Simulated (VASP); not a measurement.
# AlNi (Pm-3m) in VASP: notebook, part 3 of 4

VASP 6.6.1.

**5. Relaxation of cell and atoms, RPBE+D4, collinear spin, ferromagnetic start**

The input, INCAR:

```
SYSTEM = AlNi
PREC = Accurate
ENCUT = 600
EDIFF = 1E-7
ISMEAR = -1
SIGMA = 0.05
LREAL = .False.
LASPH = .True.
NELM = 200
ALGO = Normal
ISIF = 3
LWAVE = .False.
LCHARG = .False.
ISPIN = 2
MAGMOM = 1 0
LORBIT = 11
LMAXMIX = 4
GGA = RP
IVDW = 13
IBRION = 2
NSW = 60
EDIFFG = -0.01
GGA_COMPAT = .False.
NELMIN = 4
```

The input, KPOINTS:

```
Automatic mesh
0
Gamma
  9 9 9
  0 0 0
```

The input, POSCAR:

```
AlNi
1.0
    2.8810000000      0.0000000000      0.0000000000
    0.0000000000      2.8810000000      0.0000000000
    0.0000000000      0.0000000000      2.8810000000
Ni Al
1 1
Direct
    0.5000000000      0.5000000000      0.5000000000
    0.0000000000      0.0000000000      0.0000000000
```

Potentials or basis: VASP PAW PBE potentials, release 64 (Ni, Al).

Command:

```sh
> cat potpaw_PBE.64/Ni/POTCAR potpaw_PBE.64/Al/POTCAR > POTCAR
> mpirun -np 1 vasp_std > vasp.out
```

OUTCAR:

```text
SYSTEM = AlNi
   PREC = Accurate
   ENCUT = 600
   EDIFF = 1E-7
   ISMEAR = -1
   LREAL = .False.
   LASPH = .True.
   NELM = 200
   ISIF = 3
   ISPIN = 2
   LORBIT = 11
   GGA = RP
   IVDW = 13
   IBRION = 2
   NSW = 60
   EDIFFG = -0.01
   NELMIN = 4

 ion  position               nearest neighbor table
   1  0.500  0.500  0.500-   2 2.50   2 2.50   2 2.50   2 2.50   2 2.50   2 2.50   2 2.50   2 2.50

   2  0.000  0.000  0.000-   1 2.50   1 2.50   1 2.50   1 2.50   1 2.50   1 2.50   1 2.50   1 2.50

  LATTYP: Found a simple cubic cell.
 ALAT       =     2.8810000000

  Lattice vectors:

 A1 = (   2.8810000000,   0.0000000000,   0.0000000000)
 A2 = (   0.0000000000,   2.8810000000,   0.0000000000)
 A3 = (   0.0000000000,   0.0000000000,   2.8810000000)

Analysis of symmetry for initial positions (statically):
=====================================================================
 Subroutine PRICEL returns:
 Original cell was already a primitive cell.

 Routine SETGRP: Setting up the symmetry group for a
 simple cubic supercell.

 Subroutine GETGRP returns: Found 48 space group operations
 (whereof 48 operations were pure point group operations)
 out of a pool of 48 trial point group operations.

The static configuration has the point symmetry O_h .

Analysis of symmetry for dynamics (positions and initial velocities):
=====================================================================
 Subroutine PRICEL returns:
 Original cell was already a primitive cell.

 Routine SETGRP: Setting up the symmetry group for a
 simple cubic supercell.

 Subroutine GETGRP returns: Found 48 space group operations
 (whereof 48 operations were pure point group operations)
 out of a pool of 48 trial point group operations.

The dynamic configuration has the point symmetry O_h .

Analysis of structural, dynamic, and magnetic symmetry:
=====================================================================
 Subroutine PRICEL returns:
 Original cell was already a primitive cell.

 Routine SETGRP: Setting up the symmetry group for a
 simple cubic supercell.

 Subroutine GETGRP returns: Found 48 space group operations
 (whereof 48 operations were pure point group operations)
 out of a pool of 48 trial point group operations.

The overall configuration has the point symmetry O_h .

 Subroutine INISYM returns: Found 48 space group operations
 (whereof 48 operations are pure point group operations),
 and found     1 'primitive' translations

----------------------------------------------------------------------------------------

                                     Primitive cell

  volume of cell :      23.9128

  direct lattice vectors                    reciprocal lattice vectors
     2.881000000  0.000000000  0.000000000     0.347101701  0.000000000  0.000000000
     0.000000000  2.881000000  0.000000000     0.000000000  0.347101701  0.000000000
     0.000000000  0.000000000  2.881000000     0.000000000  0.000000000  0.347101701

  length of vectors
     2.881000000  2.881000000  2.881000000     0.347101701  0.347101701  0.347101701

  position of ions in fractional coordinates (direct lattice)
     0.500000000  0.500000000  0.500000000
     0.000000000  0.000000000  0.000000000

  ion indices of the primitive-cell ions
   primitive index   ion index
                 1           1
                 2           2

----------------------------------------------------------------------------------------

 KPOINTS: Automatic mesh

[... 56 lines left out ...]
   NGXF,Y,Z  is equivalent  to a cutoff of  27.70, 27.70, 27.70 a.u.
 SYSTEM =  AlNi
   PREC   = accura    normal or accurate (medium, high low for compatibility)
   ISTART =      0    job   : 0-new  1-cont  2-samecut
   ICHARG =      2    charge: 1-file 2-atom 10-const
   ISPIN  =      2    spin polarized calculation?
   LNONCOLLINEAR =      F non collinear calculations
   LSORBIT =      F    spin-orbit coupling
   LASPH  =      T    aspherical Exc in radial PAW
   ENCUT  =  600.0 eV  44.10 Ry    6.64 a.u.   5.75  5.75  5.75*2*pi/ulx,y,z
   NELM   =    200;   NELMIN=  4; NELMDL= -5     # of ELM steps
   EDIFF  = 0.1E-06   stopping-criterion for ELM
   LREAL  =      F    real-space projection
   EDIFFG = -.1E-01   stopping-criterion for IOM
   NSW    =     60    number of steps for IOM
   IBRION =      2    ionic relax: 0-MD 1-quasi-New 2-CG
   NFREE  =      1    steps in history (QN), initial steepest desc. (CG)
   ISIF   =      3    stress and relaxation
   ISYM   =      2    0-nonsym 1-usesym 2-fastsym
   POTIM  = 0.5000    time-step for ionic-motion
   TEBEG  =    0.0;   TEEND  =   0.0 temperature during run
   PSTRESS=    0.0 pullay stress
   NELECT =      13.0000    total number of electrons
   NUPDOWN=      -1.0000    fix difference up-down
   EMIN   =  10.00;   EMAX   =-10.00  energy-range for DOS
   EFERMI =   0.00;   METHOD = LEGACY
   ISMEAR =    -1;   SIGMA  =   0.05  broadening in eV -4-tet -1-fermi 0-gaus
   EFERMI_NEDOS =   21; number of points for ismear=-14 and -15
   IALGO  =     38    algorithm
   IMIX   =      4    mixing-type and parameters
     AMIX     =   0.40;   BMIX     =  1.00
     AMIX_MAG =   1.60;   BMIX_MAG =  1.00
  volume/ion in A,a.u.               =      11.96        80.69
  Fermi-wavevector in a.u.,A,eV,Ry     =   1.336122  2.524904 24.289410  1.785221
  Thomas-Fermi vector in A             =   2.464773
   LORBIT       =     11    0 simple, 1 ext, 2 COOP (PROOUT), +10 PAW based schemes
   GGA     = RP    functional components
   LHFCALC =     F    Hartree Fock is set to
   AEXX    =    0.0000 exact exchange contribution
   IVDW    =    13    specifies the selected vdW correction
   LEPSILON=     F    determine dielectric tensor
   LRPA    =     F    only Hartree local field effects (RPA)
 conjugate gradient relaxation of ions
 spin polarized calculation
  energy-cutoff  :      600.00
  volume of cell :       23.91
 maximum number of plane-waves:       812
 NGX is ok and might be reduce to    24
   NGX = 11   NGY = 11   NGZ = 11

--------------------------------------- Ionic step        1  -------------------------------------------

 number of electron      13.0000015 magnetization       0.0003901

 number of electron      13.0000015 magnetization      -0.0002755

 Free energy of the ion-electron system (eV)
  ---------------------------------------------------
  ext. energy  EPLUGINS =         0.00000000
  ---------------------------------------------------
  free energy    TOTEN  =        -9.73249338 eV

  energy without entropy =       -9.72586900  energy(sigma->0) =       -9.72918119

------------------------ aborting loop because EDIFF is reached ----------------------------------------

  DFT-D4 for vdW energy calculation

  Edisp (eV):   -1.71381
[... 75 lines left out ...]
 number of electron      13.0000004 magnetization       0.0000048

 number of electron      13.0000004 magnetization      -0.0000015

 Free energy of the ion-electron system (eV)
  ---------------------------------------------------
  ext. energy  EPLUGINS =         0.00000000
  ---------------------------------------------------
  free energy    TOTEN  =        -9.69253462 eV

  energy without entropy =       -9.68623250  energy(sigma->0) =       -9.68938356

 E-fermi :  10.5846     XC(G=0): -12.1143

 val. band max:       10.5221283087   @ k =   0.3333   0.1111   0.0000
 cond. band min:      10.6396628768   @ k =   0.3333   0.1111   0.1111
 fundamental gap:      0.1175345681
 Fermi energy:        10.5846300128

 spin component 1

 k-point     1 :       0.0000    0.0000    0.0000
  band No.  band energies     occupation
      1      -0.8002      1.00000
      2       7.1800      1.00000
      3       7.1800      1.00000
      4       8.9549      1.00000
      5       8.9549      1.00000
      6       8.9549      1.00000
      7      16.2348      0.00000
      8      16.2348      0.00000
      9      16.2348      0.00000
     10      18.7455      0.00000
     11      18.7455      0.00000
[... 310 lines left out ...]
  band No.  band energies     occupation
      1       4.3989      1.00000
      2       5.9931      1.00000
      3       7.4388      1.00000
      4       7.9713      1.00000
      5       8.5598      1.00000
      6       8.7140      1.00000
      7       9.9885      0.99999
      8      13.5133      0.00000
      9      15.0085      0.00000
     10      19.8444      0.00000
     11      21.8238      0.00000

 [... further k-points ...]

 spin component 2

 k-point     1 :       0.0000    0.0000    0.0000
  band No.  band energies     occupation
      1      -0.8002      1.00000
      2       7.1800      1.00000
      3       7.1800      1.00000
      4       8.9549      1.00000
      5       8.9549      1.00000
      6       8.9549      1.00000
      7      16.2348      0.00000
      8      16.2348      0.00000
      9      16.2348      0.00000
     10      18.7455      0.00000
     11      18.7455      0.00000
[... 355 lines left out ...]
  FREE ENERGIE OF THE ION-ELECTRON SYSTEM (eV)
  ---------------------------------------------------
  free  energy   TOTEN  =       -11.4585866945 eV

  energy  without entropy=      -11.4522845717  energy(sigma->0) =      -11.45543563

 reached required accuracy - stopping structural energy minimisation

 total charge

# of ion       s       p       d       tot
------------------------------------------
    1        0.486   0.546   8.479   9.511
    2        0.390   0.428   0.000   0.818
--------------------------------------------------
tot          0.876   0.975   8.479  10.329

 magnetization (x)

# of ion       s       p       d       tot
------------------------------------------
    1        0.000   0.000   0.000   0.000
    2       -0.000  -0.000   0.000  -0.000
--------------------------------------------------
tot          0.000  -0.000   0.000   0.000
```

OSZICAR:

```text
N       E                     dE             d eps       ncg     rms          rms(c)
DAV:   1     0.453891919542E+02    0.45389E+02   -0.64653E+03  1556   0.146E+03
DAV:   2    -0.941715964909E+01   -0.54806E+02   -0.51240E+02  1561   0.215E+02
[... 29 lines left out ...]
DAV:   4    -0.969273596826E+01    0.38422E-02   -0.11588E-02  1790   0.144E+00    0.142E-01
DAV:   5    -0.969252245004E+01    0.21352E-03   -0.61630E-04  2358   0.248E-01    0.359E-02
DAV:   6    -0.969253199543E+01   -0.95454E-05   -0.15459E-05  1594   0.452E-02    0.116E-02
DAV:   7    -0.969253421016E+01   -0.22147E-05   -0.58885E-07  1860   0.810E-03    0.248E-03
DAV:   8    -0.969253461724E+01   -0.40708E-06   -0.12750E-07   854   0.598E-03    0.637E-04
DAV:   9    -0.969253462174E+01   -0.45002E-08   -0.10338E-08   770   0.999E-04
   3 F= -.11458587E+02 E0= -.11455436E+02  d E =-.122858E-01  mag=     0.0000
```

Wall time 93 s (1 thread of Intel Xeon 8259CL, shared host); peak memory 0.16 GiB.

What came out:

| Property | Result |
| --- | --- |
| Free energy | -11.4586 eV |
| Relaxed volume | 11.58 Å³/atom |
| Relaxed cell | a = 2.851 Å, b = 2.851 Å, c = 2.851 Å, α = 90.00°, β = 90.00°, γ = 90.00° |
| Space group after relaxing (to 0.05 Å) | Pm-3m (No. 221) |
| Energy gained by relaxing | 6.1 meV/atom |
| Ionic steps | 3 |
| Pressure after relaxing | 0.0 GPa |
| Net moment | 0.00 μB per cell |
| Valence electrons inside the program's atomic spheres | Ni 9.51; Al 0.82 |
| Dispersion energy per atom | -0.883 eV |

The path:
| step | energy change (eV) | largest force (eV/Å) | pressure (GPa) | volume (Å³) |
| --- | --- | --- | --- | --- |
| 1 | 0.0000 | 0.0000 | -5.08 | 23.91 |
| 2 | -0.0052 | 0.0000 | 4.31 | 22.62 |
| 3 | -0.0123 | 0.0000 | 0.01 | 23.16 |

Final structure:
```yaml
crystal:
  lattice:
    - [2.85061, 0.00000, 0.00000]
    - [0.00000, 2.85061, 0.00000]
    - [0.00000, 0.00000, 2.85061]
  atoms:
    - { symbol: Ni, position: [0.50000, 0.50000, 0.50000] }
    - { symbol: Al, position: [0.00000, 0.00000, 0.00000] }
```

Levels at points of the mesh, in eV from the Fermi level:
Spin up:
| k point | band 3 | band 4 | band 5 | band 6 | band 7 | band 8 | band 9 | band 10 |
| --- | --- | --- | --- | --- | --- | --- | --- | --- |
| (0.00, 0.00, 0.00) | -3.40 | -1.63 | -1.63 | -1.63 | 5.65 | 5.65 | 5.65 | 8.16 |
Spin down:
```tsv
k point	band 4	band 5	band 6	band 7	band 8	band 9
(0.00, 0.00, 0.00)	-1.63	-1.63	-1.63	5.65	5.65	5.65
```

Caveat: the PAW data sets were made with another functional, which shifts forces and pressure a little; pairwise dispersion overbinds metals, which lowers pressure and volume.

(Part 3 of 4 ends here.)
